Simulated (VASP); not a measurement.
A run of VASP 6.6.1 is set up as follows.

POSCAR

```
CdSe
1.0
    0.0000000000      3.0677809647      3.0677809647
    3.0677809647      0.0000000000      3.0677809647
    3.0677809647      3.0677809647      0.0000000000
Cd Se
1 1
Direct
    0.0000000000      0.0000000000      0.0000000000
    0.2500000000      0.2500000000      0.2500000000
```

INCAR.step1

```
PREC = Accurate
ENCUT = 520
EDIFF = 1E-5
ISMEAR = 0
SIGMA = 0.01
LREAL = False
LASPH = True
NELM = 100
ALGO = Normal
ISIF = 2
LWAVE = True
LCHARG = False
GGA = PE
NBANDS = 16
```

INCAR.step2

```
PREC = Accurate
ENCUT = 520
EDIFF = 1E-6
ISMEAR = 0
SIGMA = 0.01
LREAL = False
LASPH = True
NELM = 100
ALGO = Normal
ISIF = 2
LWAVE = False
LCHARG = False
GGA = PE
LHFCALC = True
AEXX = 0.2
HFSCREEN = 0.1
PRECFOCK = Normal
ISTART = 1
NBANDS = 16
```

File KPOINTS:

```
regular mesh
0
Gamma
  4 4 4
```

Potentials or basis: VASP PAW PBE potentials, release 64 (Cd, Se).

Command:

```sh
$ cat potpaw_PBE.64/Cd/POTCAR potpaw_PBE.64/Se/POTCAR > POTCAR
$ cp INCAR.step1 INCAR
$ mpirun -np 1 vasp_std > vasp.out
$ cp INCAR.step2 INCAR
$ mpirun -np 1 vasp_std > vasp.out
```

Problem. Estimate the band gap on the k mesh.

Solution. 1.55 eV.

Problem. Estimate the pressure.

Solution. 0.6 GPa.

Caveat: the k points lie up to 0.44 Å⁻¹ apart; the structure was generated, so it needn't be the stable form of CdSe; the PAW data sets were made with another functional, which shifts forces and pressure a little.
